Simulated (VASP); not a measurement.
# GaAgWO (P4/nmm) in VASP: single point with r2SCAN

Aim: the single point of GaAgWO with r2SCAN.

Everything below comes from runs of VASP 6.6.1. Logs are shortened: lines on timing, memory, paths and dates and some standing lists are left out, and cuts for length are marked.

**1. The cell of the first run**

Symmetry: P4/nmm, No. 129, tetragonal system. Conventional cell: a = 3.464 Å, b = 3.464 Å, c = 9.000 Å, α = 90.00°, β = 90.00°, γ = 90.00°. Ga (site symmetry 4mm) has 4 O at 2.00 Å within 2.6 Å. Ag (site symmetry 4mm) has 5 W at 2.71 to 2.91 Å and 5 Ga at 2.80 to 3.36 Å and 4 O at 2.93 Å and 4 Ag at 3.46 Å within 3.6 Å. Within 3.6 Å of W (site symmetry 4mm) lie 8 W at 2.70 to 3.46 Å and 5 Ag at 2.71 to 2.91 Å and 1 Ga at 2.93 Å. Within 2.6 Å of O (site symmetry -4m2) lie 4 Ga at 2.00 Å and 4 O at 2.45 Å.

**2. Single point, r2SCAN**

POSCAR

```
GaAgWO
1.0
    3.4638647994      0.0000000000      0.0000000000
    0.0000000000      3.4638647994      0.0000000000
    0.0000000000      0.0000000000      9.0002181669
Ga Ag W O
2 2 2 2
Direct
    0.2500000000      0.2500000000      0.8888973374
    0.7500000000      0.7500000000      0.1111026626
    0.2500000000      0.2500000000      0.2625302184
    0.7500000000      0.7500000000      0.7374697816
    0.2500000000      0.2500000000      0.5635075762
    0.7500000000      0.7500000000      0.4364924238
    0.7500000000      0.2500000000      0.0000000000
    0.2500000000      0.7500000000      0.0000000000
```

INCAR.step1

```
ALGO     = Normal         # electronic algorithm
EDIFF    = 1E-4           # SCF threshold, eV
ENCUT    = 520            # plane-wave cutoff, eV
GGA      = PE             # functional
ISMEAR   = -1             # smearing method
LASPH    = True           # aspherical terms in the spheres
LCHARG   = False          # write CHGCAR
LREAL    = False          # projectors in reciprocal space
LWAVE    = True           # write WAVECAR
NBANDS   = 54             # bands
NELM     = 100            # most SCF steps
PREC     = Accurate       # precision mode
SIGMA    = 0.1            # smearing width, eV
```

INCAR.step2

```
ALGO     = Normal         # electronic algorithm
EDIFF    = 1E-7           # SCF threshold, eV
ENCUT    = 520            # plane-wave cutoff, eV
ISIF     = 2              # what is computed and relaxed
ISMEAR   = -1             # smearing method
ISTART   = 1            
LASPH    = True           # aspherical terms in the spheres
LCHARG   = False          # write CHGCAR
LMIXTAU  = True         
LREAL    = False          # projectors in reciprocal space
LWAVE    = False          # write WAVECAR
METAGGA  = R2SCAN         # meta-GGA
NBANDS   = 54             # bands
NELM     = 100            # most SCF steps
PREC     = Accurate       # precision mode
SIGMA    = 0.1            # smearing width, eV
```

KPOINTS

```
k-points
0
Gamma
  9 9 3
```

Potentials or basis: VASP PAW PBE potentials, release 64 (Ga_d, Ag, W_sv, O).

Launch:

```sh
$ cat potpaw_PBE.64/Ga_d/POTCAR potpaw_PBE.64/Ag/POTCAR potpaw_PBE.64/W_sv/POTCAR potpaw_PBE.64/O/POTCAR > POTCAR
$ cp INCAR.step1 INCAR
$ mpirun -np 1 vasp_std > vasp.out
$ cp INCAR.step2 INCAR
$ mpirun -np 1 vasp_std > vasp.out
```

OUTCAR:

```text
EDIFF = 1E-7
   ENCUT = 520
   ISIF = 2
   ISMEAR = -1
   ISTART = 1
   LASPH = True
   LREAL = False
   METAGGA = R2SCAN
   NELM = 100
   PREC = Accurate

 ion  position               nearest neighbor table
   1  0.250  0.250  0.889-   7 2.00   8 2.00   8 2.00   7 2.00   4 2.80   4 2.80   4 2.80   4 2.80
                             5 2.93
   2  0.750  0.750  0.111-   7 2.00   8 2.00   7 2.00   8 2.00   3 2.80   3 2.80   3 2.80   3 2.80
                             6 2.93
   3  0.250  0.250  0.263-   5 2.71   2 2.80   2 2.80   2 2.80   2 2.80   6 2.91   6 2.91   6 2.91
                             6 2.91
   4  0.750  0.750  0.737-   6 2.71   1 2.80   1 2.80   1 2.80   1 2.80   5 2.91   5 2.91   5 2.91
                             5 2.91
   5  0.250  0.250  0.564-   6 2.70   6 2.70   6 2.70   6 2.70   3 2.71   4 2.91   4 2.91   4 2.91
                             4 2.91   1 2.93
   6  0.750  0.750  0.436-   5 2.70   5 2.70   5 2.70   5 2.70   4 2.71   3 2.91   3 2.91   3 2.91
                             3 2.91   2 2.93
   7  0.750  0.250  0.000-   1 2.00   2 2.00   2 2.00   1 2.00
   8  0.250  0.750  0.000-   1 2.00   2 2.00   1 2.00   2 2.00

  LATTYP: Found a simple tetragonal cell.
 ALAT       =     3.4638647994
 C/A-ratio  =     2.5983168190

  Lattice vectors:

 A1 = (   3.4638647994,   0.0000000000,   0.0000000000)
 A2 = (   0.0000000000,   3.4638647994,   0.0000000000)
 A3 = (   0.0000000000,   0.0000000000,   9.0002181669)

Analysis of symmetry for initial positions (statically):
=====================================================================
 Subroutine PRICEL returns:
 Original cell was already a primitive cell.

 Routine SETGRP: Setting up the symmetry group for a
 simple tetragonal supercell.

 Subroutine GETGRP returns: Found 16 space group operations
 (whereof  4 operations were pure point group operations)
 out of a pool of 16 trial point group operations.

The static configuration has the point symmetry C_2h.
 The point group associated with its full space group is D_4h.

Analysis of symmetry for dynamics (positions and initial velocities):
=====================================================================
 Subroutine PRICEL returns:
 Original cell was already a primitive cell.

 Routine SETGRP: Setting up the symmetry group for a
 simple tetragonal supercell.

 Subroutine GETGRP returns: Found 16 space group operations
 (whereof  4 operations were pure point group operations)
 out of a pool of 16 trial point group operations.

The dynamic configuration has the point symmetry C_2h.
 The point group associated with its full space group is D_4h.

[... 112 lines left out ...]
   EDIFFG = 0.1E-05   stopping-criterion for IOM
   NSW    =      0    number of steps for IOM
   IBRION =     -1    ionic relax: 0-MD 1-quasi-New 2-CG
   NFREE  =      0    steps in history (QN), initial steepest desc. (CG)
   ISIF   =      2    stress and relaxation
   ISYM   =      2    0-nonsym 1-usesym 2-fastsym
   POTIM  = 0.5000    time-step for ionic-motion
   TEBEG  =    0.0;   TEEND  =   0.0 temperature during run
   PSTRESS=    0.0 pullay stress
   NELECT =      88.0000    total number of electrons
   NUPDOWN=      -1.0000    fix difference up-down
   EMIN   =  10.00;   EMAX   =-10.00  energy-range for DOS
   EFERMI =   0.00;   METHOD = LEGACY
   ISMEAR =    -1;   SIGMA  =   0.10  broadening in eV -4-tet -1-fermi 0-gaus
   EFERMI_NEDOS =   21; number of points for ismear=-14 and -15
   IALGO  =     38    algorithm
   IMIX   =      4    mixing-type and parameters
     AMIX     =   0.40;   BMIX     =  1.00
     AMIX_MAG =   1.60;   BMIX_MAG =  1.00
  volume/ion in A,a.u.               =      13.50        91.09
  Fermi-wavevector in a.u.,A,eV,Ry     =   1.529129  2.889635 31.813620  2.338235
  Thomas-Fermi vector in A             =   2.636792
   LORBIT       =      0    0 simple, 1 ext, 2 COOP (PROOUT), +10 PAW based schemes
   METAGGA = R2SCAN    functional components
   LHFCALC =     F    Hartree Fock is set to
   AEXX    =    0.0000 exact exchange contribution
   IVDW    =     0    specifies the selected vdW correction
   LEPSILON=     F    determine dielectric tensor
   LRPA    =     F    only Hartree local field effects (RPA)
 non-spin polarized calculation
  energy-cutoff  :      520.00
  volume of cell :      107.99
 maximum number of plane-waves:      2945
 NGX is ok and might be reduce to    28
   NGX = 13   NGY = 13   NGZ = 33

 number of electron      87.9999986 magnetization

 Free energy of the ion-electron system (eV)
  ---------------------------------------------------
  ext. energy  EPLUGINS =         0.00000000
  ---------------------------------------------------
  free energy    TOTEN  =      -182.89447094 eV

  energy without entropy =     -182.82732916  energy(sigma->0) =     -182.86090005

 E-fermi :   8.8386     XC(G=0): -13.7091

 val. band max:        8.8346417220   @ k =   0.3333   0.3333   0.3333
 cond. band min:       8.9224181340   @ k =   0.1111   0.1111   0.3333
 fundamental gap:      0.0877764120
 Fermi energy:         8.8385813239

 k-point     1 :       0.0000    0.0000    0.0000
  band No.  band energies     occupation
      1     -67.0657      2.00000
      2     -66.9115      2.00000
      3     -30.8358      2.00000
      4     -30.8358      2.00000
      5     -30.6966      2.00000
      6     -30.5182      2.00000
[... 1357 lines left out ...]
     53      14.8276      0.00000
     54      15.3919      0.00000

 [... further k-points ...]
[... 5 lines left out ...]
  --------------------------------------------------------------------------------------
  -------------------------------------------------------------------------------------
  Total        3.9615225      3.9615225      3.8780423      0.0000000      0.0000000      0.0000000
  in kB       58.7756996     58.7756996     57.5371336      0.0000000      0.0000000      0.0000000
  external PRESSURE =      58.3628443 kB  Pullay stress =       0.0000000 kB

 VOLUME and BASIS-vectors are now :
 -----------------------------------------------------------------------------
  energy-cutoff  :      520.00
  volume of cell :      107.99
      direct lattice vectors                 reciprocal lattice vectors
     3.463864799  0.000000000  0.000000000     0.288694871  0.000000000  0.000000000
     0.000000000  3.463864799  0.000000000     0.000000000  0.288694871  0.000000000
     0.000000000  0.000000000  9.000218167     0.000000000  0.000000000  0.111108418

 POSITION                                       TOTAL-FORCE (eV/Angst)
 -----------------------------------------------------------------------------------
      0.86597      0.86597      8.00027         0.000000     -0.000000     -0.137898
      2.59790      2.59790      0.99995        -0.000000     -0.000000      0.137898
      0.86597      0.86597      2.36283        -0.000000      0.000000     -0.015199
      2.59790      2.59790      6.63739         0.000000     -0.000000      0.015199
      0.86597      0.86597      5.07169        -0.000000      0.000000      0.037744
      2.59790      2.59790      3.92853         0.000000      0.000000     -0.037744
      2.59790      0.86597      0.00000        -0.000000     -0.000000      0.000000
      0.86597      2.59790      0.00000        -0.000000      0.000000      0.000000
 -----------------------------------------------------------------------------------
    total drift:                                0.000000     -0.000000     -0.000000

  FREE ENERGIE OF THE ION-ELECTRON SYSTEM (eV)
  ---------------------------------------------------
  free  energy   TOTEN  =      -182.8944709399 eV

  energy  without entropy=     -182.8273291637  energy(sigma->0) =     -182.86090005
```

OUTCAR.step1:

```text
EDIFF = 1E-4
   ENCUT = 520
   GGA = PE
   ISMEAR = -1
   LASPH = True
   LREAL = False
[... 1620 lines left out ...]
      2.59790      2.59790      3.92853        -0.000000     -0.000000     -0.053353
      2.59790      0.86597      0.00000        -0.000000     -0.000000      0.000000
      0.86597      2.59790      0.00000        -0.000000     -0.000000      0.000000
 -----------------------------------------------------------------------------------
    total drift:                                0.000000     -0.000000     -0.000000

  FREE ENERGIE OF THE ION-ELECTRON SYSTEM (eV)
  ---------------------------------------------------
  free  energy   TOTEN  =       -49.0057454132 eV

  energy  without entropy=      -48.9330327456  energy(sigma->0) =      -48.96938908
```

Wall time 7.6 min (1 thread of AMD EPYC 9R45 (Zen 5), shared host); peak memory 0.31 GiB.

Results:

- Free energy: -182.8945 eV
- Pressure: 5.8 GPa
- Largest force: 0.138 eV/Å
- Band gap on the k mesh: zero (band 44 reaches 9.00 eV, above the bottom of band 45 at 8.57 eV)

Forces on the atoms (eV/Å):
```
Ga   0.000  0.000 -0.138
Ga   0.000  0.000  0.138
Ag   0.000  0.000 -0.015
Ag   0.000  0.000  0.015
W    0.000  0.000  0.038
W    0.000  0.000 -0.038
O    0.000  0.000  0.000
O    0.000  0.000  0.000
```

Levels at points of the mesh, in eV from the Fermi level:
```csv
k point,band 42,band 43,band 44,band 45,band 46,band 47
"(0.00, 0.00, 0.00)",-1.01,-0.04,-0.04,0.46,0.46,1.35
```

Caveat: the PAW data sets were made with another functional, which shifts forces and pressure a little; spin-orbit coupling is left out, which moves the levels of the heavy elements.
